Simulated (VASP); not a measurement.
# InSe in VASP: further runs

Runs on InSe. Level: PBE+D3(BJ). Tasks: single point.

Program: VASP 6.6.1. These are calculated values, not measurements. Logs are shortened: lines on timing, memory, paths and dates and some standing lists are left out, and cuts for length are marked.

## 1. The cell of the first run

The cell holds a slab with vacuum, 8 atoms: a = 4.027 Å, b = 4.027 Å, c = 28.271 Å, α = 90.00°, β = 90.00°, γ = 120.00°.

## 2. Single point, PBE+D3(BJ) (layers slid over each other)

Input file INCAR:

```
PREC = Accurate
ENCUT = 520
EDIFF = 1E-6
ISMEAR = 0
SIGMA = 0.05
LREAL = False
LASPH = True
NELM = 80
ALGO = Normal
ISIF = 2
LWAVE = False
LCHARG = False
LDIPOL = True
IDIPOL = 3
DIPOL = 0.5 0.5 0.415
GGA = PE
IVDW = 12
NBANDS = 48
```

Input file KPOINTS:

```
regular mesh
0
Gamma
  9 9 1
```

Input file POSCAR:

```
InSe
1.0
    4.0266103962      0.0000000000      0.0000000000
   -2.0133051981      3.4871468942      0.0000000000
    0.0000000000      0.0000000000     28.2707105020
Se In
4 4
Direct
    0.0000000000      0.0000000000      0.1591753415
    0.0000000000      0.0000000000      0.3496677330
    0.1111111111      0.4444444444      0.4808989590
    0.1111111111      0.4444444444      0.6713913504
    0.6666666667      0.3333333333      0.2049979890
    0.6666666667      0.3333333333      0.3038451602
   -0.5555555556      0.1111111111      0.5267216065
   -0.5555555556      0.1111111111      0.6255687776
```

Potentials or basis: VASP PAW PBE potentials, release 64 (Se, In_d).

Command:

```sh
cat potpaw_PBE.64/Se/POTCAR potpaw_PBE.64/In_d/POTCAR > POTCAR
mpirun -np 1 vasp_std > vasp.out
```

OUTCAR:

```text
PREC = Accurate
   ENCUT = 520
   EDIFF = 1E-6
   ISMEAR = 0
   LREAL = False
   LASPH = True
   NELM = 80
   ISIF = 2
   GGA = PE
   IVDW = 12
 IVDW          = 12

 ion  position               nearest neighbor table
   1  0.000  0.000  0.159-   5 2.66   5 2.66   5 2.66
   2  0.000  0.000  0.350-   6 2.66   6 2.66   6 2.66
   3  0.111  0.444  0.481-   7 2.66   7 2.66   7 2.66
   4  0.111  0.444  0.671-   8 2.66   8 2.66   8 2.66
   5  0.667  0.333  0.205-   1 2.66   1 2.66   1 2.66   6 2.79
   6  0.667  0.333  0.304-   2 2.66   2 2.66   2 2.66   5 2.79
   7  0.444  0.111  0.527-   3 2.66   3 2.66   3 2.66   8 2.79
   8  0.444  0.111  0.626-   4 2.66   4 2.66   4 2.66   7 2.79

  LATTYP: Found a hexagonal cell.
 ALAT       =     4.0266103962
 C/A-ratio  =     7.0209699276

  Lattice vectors:

 A1 = (   4.0266103962,   0.0000000000,   0.0000000000)
 A2 = (  -2.0133051981,   3.4871468942,   0.0000000000)
 A3 = (   0.0000000000,   0.0000000000,  28.2707105020)

Analysis of symmetry for initial positions (statically):
=====================================================================
 Subroutine PRICEL returns:
 Original cell was already a primitive cell.

 Routine SETGRP: Setting up the symmetry group for a
 hexagonal supercell.

 Subroutine GETGRP returns: Found  2 space group operations
 (whereof  1 operations were pure point group operations)
 out of a pool of 24 trial point group operations.

The static configuration has the point symmetry C_1 .
 The point group associated with its full space group is S_2 .

Analysis of symmetry for dynamics (positions and initial velocities):
=====================================================================
 Subroutine PRICEL returns:
 Original cell was already a primitive cell.

 Routine SETGRP: Setting up the symmetry group for a
 hexagonal supercell.

 Subroutine GETGRP returns: Found  2 space group operations
 (whereof  1 operations were pure point group operations)
 out of a pool of 24 trial point group operations.

The dynamic configuration has the point symmetry C_1 .
 The point group associated with its full space group is S_2 .

 Subroutine INISYM returns: Found  2 space group operations
 (whereof  1 operations are pure point group operations),
 and found     1 'primitive' translations

----------------------------------------------------------------------------------------

                                     Primitive cell

  volume of cell :     396.9598

  direct lattice vectors                    reciprocal lattice vectors
     4.026610396  0.000000000  0.000000000     0.248347841  0.143383693  0.000000000
    -2.013305198  3.487146894  0.000000000     0.000000000  0.286767386  0.000000000
     0.000000000  0.000000000 28.270710502     0.000000000  0.000000000  0.035372298

  length of vectors
     4.026610396  4.026610396 28.270710502     0.286767386  0.286767386  0.035372298

  position of ions in fractional coordinates (direct lattice)
     0.000000000  0.000000000  0.159175342
     0.000000000  0.000000000  0.349667733
     0.111111111  0.444444444  0.480898959
     0.111111111  0.444444444  0.671391350
     0.666666667  0.333333333  0.204997989
     0.666666667  0.333333333  0.303845160
     0.444444444  0.111111111  0.526721606
     0.444444444  0.111111111  0.625568778

  ion indices of the primitive-cell ions
   primitive index   ion index
                 1           1
                 2           2
                 3           3
                 4           4
                 5           5
                 6           6
                 7           7
                 8           8

----------------------------------------------------------------------------------------

 KPOINTS: regular mesh

Automatic generation of k-mesh.
 Grid dimensions read from file:
 generate k-points for:    9    9    1

 Generating k-lattice:

  Cartesian coordinates                     Fractional coordinates (reciprocal lattice)
     0.027594205  0.015931521  0.000000000     0.111111111  0.000000000  0.000000000
     0.000000000  0.031863043  0.000000000     0.000000000  0.111111111  0.000000000
     0.000000000  0.000000000  0.035372298     0.000000000  0.000000000  1.000000000

  Length of vectors
     0.031863043  0.031863043  0.035372298

  Shift w.r.t. Gamma in fractional coordinates (k-lattice)
     0.000000000  0.000000000  0.000000000

 Subroutine IBZKPT returns following result:
 ===========================================

 Found     41 irreducible k-points:

 Following reciprocal coordinates:
            Coordinates               Weight
  0.000000  0.000000  0.000000      1.000000
  0.111111  0.000000  0.000000      2.000000
  0.000000  0.111111  0.000000      2.000000
 -0.111111  0.111111  0.000000      2.000000
  0.222222 -0.000000  0.000000      2.000000
  0.000000  0.222222  0.000000      2.000000
[... 16 lines left out ...]
  0.333333  0.111111  0.000000      2.000000
 -0.111111  0.444444  0.000000      2.000000
 [... further k-points ...]
   k-points           NKPTS =     41   k-points in BZ     NKDIM =     41   number of bands    NBANDS=     48
   number of dos      NEDOS =    301   number of ions     NIONS =      8
   total plane-waves  NPLWV = 189000
   dimension x,y,z NGX =    30 NGY =   30 NGZ =  210
   dimension x,y,z NGXF=    60 NGYF=   60 NGZF=  420
   ions per type =               4   4
   NGX,Y,Z   is equivalent  to a cutoff of  12.39, 12.39, 12.35 a.u.
   NGXF,Y,Z  is equivalent  to a cutoff of  24.77, 24.77, 24.70 a.u.
 SYSTEM =  unknown system
   PREC   = accura    normal or accurate (medium, high low for compatibility)
   ISTART =      0    job   : 0-new  1-cont  2-samecut
   ICHARG =      2    charge: 1-file 2-atom 10-const
   ISPIN  =      1    spin polarized calculation?
   LNONCOLLINEAR =      F non collinear calculations
   LSORBIT =      F    spin-orbit coupling
   LASPH  =      T    aspherical Exc in radial PAW
   ENCUT  =  520.0 eV  38.22 Ry    6.18 a.u.   7.49  7.49 52.56*2*pi/ulx,y,z
   NELM   =     80;   NELMIN=  2; NELMDL= -5     # of ELM steps
   EDIFF  = 0.1E-05   stopping-criterion for ELM
   LREAL  =      F    real-space projection
   EDIFFG = 0.1E-04   stopping-criterion for IOM
   NSW    =      0    number of steps for IOM
   IBRION =     -1    ionic relax: 0-MD 1-quasi-New 2-CG
   NFREE  =      0    steps in history (QN), initial steepest desc. (CG)
   ISIF   =      2    stress and relaxation
   ISYM   =      2    0-nonsym 1-usesym 2-fastsym
   POTIM  = 0.5000    time-step for ionic-motion
   TEBEG  =    0.0;   TEEND  =   0.0 temperature during run
   PSTRESS=    0.0 pullay stress
   NELECT =      76.0000    total number of electrons
   NUPDOWN=      -1.0000    fix difference up-down
   EMIN   =  10.00;   EMAX   =-10.00  energy-range for DOS
   EFERMI =   0.00;   METHOD = LEGACY
   ISMEAR =     0;   SIGMA  =   0.05  broadening in eV -4-tet -1-fermi 0-gaus
   EFERMI_NEDOS =   21; number of points for ismear=-14 and -15
   IALGO  =     38    algorithm
   IMIX   =      4    mixing-type and parameters
     AMIX     =   0.40;   BMIX     =  1.00
     AMIX_MAG =   1.60;   BMIX_MAG =  1.00
  volume/ion in A,a.u.               =      49.62       334.85
  Fermi-wavevector in a.u.,A,eV,Ry     =   0.943548  1.783047 12.113024  0.890282
  Thomas-Fermi vector in A             =   2.071266
   LORBIT       =      0    0 simple, 1 ext, 2 COOP (PROOUT), +10 PAW based schemes
   GGA     = PE    functional components
   LHFCALC =     F    Hartree Fock is set to
   AEXX    =    0.0000 exact exchange contribution
   IVDW    =    12    specifies the selected vdW correction
   LEPSILON=     F    determine dielectric tensor
   LRPA    =     F    only Hartree local field effects (RPA)
 non-spin polarized calculation
 Gauss-broadening in eV      SIGMA  =   0.05
  energy-cutoff  :      520.00
  volume of cell :      396.96
 maximum number of plane-waves:     10749
 NGX is ok and might be reduce to    30
   NGX = 15   NGY = 15   NGZ =105

 number of electron      75.9999998 magnetization

 dipolmoment           0.000000      0.000000     -0.000026 electrons x Angstroem

 Free energy of the ion-electron system (eV)
  ---------------------------------------------------
  ext. energy  EPLUGINS =         0.00000000
  ---------------------------------------------------
  free energy    TOTEN  =       -28.40411783 eV

  energy without entropy =      -28.40411783  energy(sigma->0) =      -28.40411783

 E-fermi :  -0.0495     XC(G=0):  -5.6989

 val. band max:       -0.2985528562   @ k =   0.1111   0.0000   0.0000
 cond. band min:       0.9610206639   @ k =   0.0000   0.0000   0.0000
 fundamental gap:      1.2595735201
 Fermi energy:        -0.0495261206

 k-point     1 :       0.0000    0.0000    0.0000
  band No.  band energies     occupation
      1     -14.5169      2.00000
      2     -14.5167      2.00000
      3     -14.3337      2.00000
      4     -14.3335      2.00000
      5     -14.3333      2.00000
      6     -14.3332      2.00000
[... 40 lines left out ...]
     47       5.0264      0.00000
     48       5.2136      0.00000

 k-point     2 :       0.1111    0.0000    0.0000
  band No.  band energies     occupation
      1     -14.5163      2.00000
      2     -14.5161      2.00000
      3     -14.3736      2.00000
      4     -14.3727      2.00000
      5     -14.3316      2.00000
      6     -14.3315      2.00000
[... 40 lines left out ...]
     47       5.0832      0.00000
     48       5.2100      0.00000

 k-point     3 :       0.0000    0.1111    0.0000
  band No.  band energies     occupation
      1     -14.5163      2.00000
      2     -14.5161      2.00000
      3     -14.3733      2.00000
      4     -14.3725      2.00000
      5     -14.3319      2.00000
      6     -14.3318      2.00000
[... 1060 lines left out ...]
     47       4.4555      0.00000
     48       4.5645      0.00000

 k-point    24 :      -0.1111    0.4444    0.0000
  band No.  band energies     occupation
      1     -14.6064      2.00000
      2     -14.6053      2.00000
      3     -14.5024      2.00000
      4     -14.5012      2.00000
      5     -14.4614      2.00000
      6     -14.4612      2.00000
[... 40 lines left out ...]
     47       4.4789      0.00000
     48       4.5674      0.00000

 [... further k-points ...]

------------------------ aborting loop because EDIFF is reached ----------------------------------------

 vacuum level on the upper side and lower side of the slab       (xc-potential included)        -0.116        -0.116

 Edisp (eV)   -1.96856

 E8    (eV) :    -0.9231

  FORCE on cell =-STRESS in cart. coord.  units (eV):
  Direction    XX          YY          ZZ          XY          YZ          ZX
  --------------------------------------------------------------------------------------
  -------------------------------------------------------------------------------------
  Total      -0.08190    -0.05050    -0.45451    -0.01930     0.05891    -0.01720
  in kB      -0.33056    -0.20382    -1.83444    -0.07789     0.23778    -0.06944
  external pressure =       -0.79 kB  Pullay stress =        0.00 kB

 VOLUME and BASIS-vectors are now :
 -----------------------------------------------------------------------------
  energy-cutoff  :      520.00
  volume of cell :      396.96
      direct lattice vectors                 reciprocal lattice vectors
     4.026610396  0.000000000  0.000000000     0.248347841  0.143383693  0.000000000
    -2.013305198  3.487146894  0.000000000     0.000000000  0.286767386  0.000000000
     0.000000000  0.000000000 28.270710502     0.000000000  0.000000000  0.035372298

 POSITION                                       TOTAL-FORCE (eV/Angst)
 -----------------------------------------------------------------------------------
      0.00000      0.00000      4.50000        -0.000013     -0.000663     -0.012412
      0.00000      0.00000      9.88536         0.001468     -0.015596      0.074506
     -0.44740      1.54984     13.59536        -0.001468      0.015596     -0.074506
     -0.44740      1.54984     18.98071         0.000013      0.000663      0.012412
      2.01331      1.16238      5.79544         0.000098     -0.001504      0.014752
      2.01331      1.16238      8.58992         0.001805      0.003946      0.018720
      1.56590      0.38746     14.89079        -0.001805     -0.003946     -0.018720
      1.56590      0.38746     17.68527        -0.000098      0.001504     -0.014752
 -----------------------------------------------------------------------------------
    total drift:                                0.000081      0.000142     -0.003166

  FREE ENERGIE OF THE ION-ELECTRON SYSTEM (eV)
  ---------------------------------------------------
  free  energy   TOTEN  =       -30.3726760332 eV

  energy  without entropy=      -30.3726760332  energy(sigma->0) =      -30.37267603

 vacuum level on the upper side and lower side of the slab         5.380         5.380
```

Wall time 17 min (1 thread of Oxide Virtual Turin-like, shared host); peak memory 0.79 GiB.

Results:

```
Free energy                : -30.3727 eV
Largest force              : 0.076 eV/Å
Band gap on the k mesh     : 1.26 eV (least direct gap 1.30 eV)
Dispersion energy per atom : -0.246 eV
```

Forces on the atoms (eV/Å):
```
Se   0.000 -0.001 -0.012
Se   0.001 -0.016  0.075
Se  -0.001  0.016 -0.075
Se   0.000  0.001  0.012
In   0.000 -0.002  0.015
In   0.002  0.004  0.019
In  -0.002 -0.004 -0.019
In   0.000  0.002 -0.015
```

Caveat: the cell differs from its parent crystal (layers slid over each other); spin-orbit coupling is left out, which moves the levels of the heavy elements.

## 3. Single point, PBE+D3(BJ) (layers slid over each other)

Input file INCAR:

```
SYSTEM = InSe
PREC     = Accurate       ! precision mode
ENCUT    = 520            ! plane-wave cutoff, eV
EDIFF    = 1E-7           ! SCF threshold, eV
ISMEAR   = 0              ! smearing method
SIGMA    = 0.05           ! smearing width, eV
LREAL    = .False.        ! projectors in reciprocal space
LASPH    = .True.         ! aspherical terms in the spheres
NELM     = 100            ! most SCF steps
ALGO     = Normal         ! electronic algorithm
ISIF     = 2              ! what is computed and relaxed
LWAVE    = .False.        ! write WAVECAR
LCHARG   = .True.         ! write CHGCAR
LDIPOL   = .True.       
IDIPOL   = 3            
DIPOL    = 0.5 0.5 0.415
GGA      = PE             ! functional
IVDW     = 12             ! dispersion correction
LELF     = .True.         ! ELF
LVHAR    = .True.       
LVACPOTAV= .True.       
NBANDS   = 48             ! bands
```

Input file KPOINTS:

```
Automatic mesh
0
Gamma
  9 9 1
  0 0 0
```

Input file POSCAR:

```
InSe
1.0
    4.0266103962      0.0000000000      0.0000000000
   -2.0133051981      3.4871468942      0.0000000000
    0.0000000000      0.0000000000     28.2707105020
Se In
4 4
Direct
    0.0000000000      0.0000000000      0.1591753415
    0.0000000000      0.0000000000      0.3496677330
    0.0000000000      0.6666666667      0.4808989590
    0.0000000000      0.6666666667      0.6713913504
    0.6666666667      0.3333333333      0.2049979890
    0.6666666667      0.3333333333      0.3038451602
   -0.6666666667      0.3333333333      0.5267216065
   -0.6666666667      0.3333333333      0.6255687776
```

Potentials or basis: VASP PAW PBE potentials, release 64 (Se, In_d).

Command:

```sh
cat potpaw_PBE.64/Se/POTCAR potpaw_PBE.64/In_d/POTCAR > POTCAR
mpirun -np 1 vasp_std > vasp.out
```

OUTCAR:

```text
SYSTEM = InSe
   PREC = Accurate
   ENCUT = 520
   EDIFF = 1E-7
   ISMEAR = 0
   LREAL = .False.
   LASPH = .True.
   NELM = 100
   ISIF = 2
   GGA = PE
   IVDW = 12
 IVDW          = 12

 ion  position               nearest neighbor table
   1  0.000  0.000  0.159-   5 2.66   5 2.66   5 2.66
   2  0.000  0.000  0.350-   6 2.66   6 2.66   6 2.66
   3  0.000  0.667  0.481-   7 2.66   7 2.66   7 2.66
[... 1449 lines left out ...]
  -------------------------------------------------------------------------------------
  Total      -0.08211    -0.04716    -0.38070    -0.02100    -0.08245     0.04083
  in kB      -0.33143    -0.19034    -1.53653    -0.08475    -0.33279     0.16480
  external pressure =       -0.69 kB  Pullay stress =        0.00 kB

 VOLUME and BASIS-vectors are now :
 -----------------------------------------------------------------------------
  energy-cutoff  :      520.00
  volume of cell :      396.96
      direct lattice vectors                 reciprocal lattice vectors
     4.026610396  0.000000000  0.000000000     0.248347841  0.143383693  0.000000000
    -2.013305198  3.487146894  0.000000000     0.000000000  0.286767386  0.000000000
     0.000000000  0.000000000 28.270710502     0.000000000  0.000000000  0.035372298

 POSITION                                       TOTAL-FORCE (eV/Angst)
 -----------------------------------------------------------------------------------
      0.00000      0.00000      4.50000        -0.000485      0.000581     -0.012315
      0.00000      0.00000      9.88536        -0.012017      0.016809      0.064225
     -1.34220      2.32476     13.59536         0.012017     -0.016809     -0.064225
     -1.34220      2.32476     18.98071         0.000485     -0.000581      0.012315
      2.01331      1.16238      5.79544        -0.001232      0.001482      0.014276
      2.01331      1.16238      8.58992         0.003846     -0.000623      0.013606
      0.67110      1.16238     14.89079        -0.003846      0.000623     -0.013606
      0.67110      1.16238     17.68527         0.001232     -0.001482     -0.014276
 -----------------------------------------------------------------------------------
    total drift:                                0.000000      0.000001     -0.003165

  FREE ENERGIE OF THE ION-ELECTRON SYSTEM (eV)
  ---------------------------------------------------
  free  energy   TOTEN  =       -30.3680436822 eV

  energy  without entropy=      -30.3680436822  energy(sigma->0) =      -30.36804368

 vacuum level on the upper side and lower side of the slab         5.490         5.491
```

stdout:

```text
POSCAR found type information on POSCAR SeIn
 POSCAR found :  2 types and       8 ions
 scaLAPACK will be used
 LDA part: xc-table for (Slater+PW92), standard interpolation
 POSCAR, INCAR and KPOINTS ok, starting setup
 FFT: planning ... GRIDC
 FFT: planning ... GRID_SOFT
 FFT: planning ... GRID
 WAVECAR not read
 entering main loop
 -----------------------------------------------------------------------------
|                                                                             |
|           W    W    AA    RRRRR   N    N  II  N    N   GGGG   !!!           |
|           W    W   A  A   R    R  NN   N  II  NN   N  G    G  !!!           |
|           W    W  A    A  R    R  N N  N  II  N N  N  G       !!!           |
|           W WW W  AAAAAA  RRRRR   N  N N  II  N  N N  G  GGG   !            |
|           WW  WW  A    A  R   R   N   NN  II  N   NN  G    G                |
|           W    W  A    A  R    R  N    N  II  N    N   GGGG   !!!           |
|                                                                             |
|     Did not find any points to average over, which means that no vacuum     |
|     field-free region was found. Please increase the size of  your cell     |
|     in the dimension of the dipole correction to obtain accurate            |
|     workfunction values.                                                    |
|                                                                             |
 -----------------------------------------------------------------------------
```

Wall time 32 min (1 thread of Oxide Virtual Turin-like, shared host); peak memory 0.81 GiB.

What came out:

```yaml
Free_energy: -30.3680 eV
Largest_force: 0.067 eV/Å
Band_gap_on_the_k_mesh: 1.25 eV (least direct gap 1.29 eV)
Dispersion_energy_per_atom: -0.246 eV
```

Forces in eV/Å, atoms in the order of the input:
```
Se   0.000  0.001 -0.012
Se  -0.012  0.017  0.064
Se   0.012 -0.017 -0.064
Se   0.000 -0.001  0.012
In  -0.001  0.001  0.014
In   0.004 -0.001  0.014
In  -0.004  0.001 -0.014
In   0.001 -0.001 -0.014
```

Caveat: the cell differs from its parent crystal (layers slid over each other); spin-orbit coupling is left out, which moves the levels of the heavy elements.
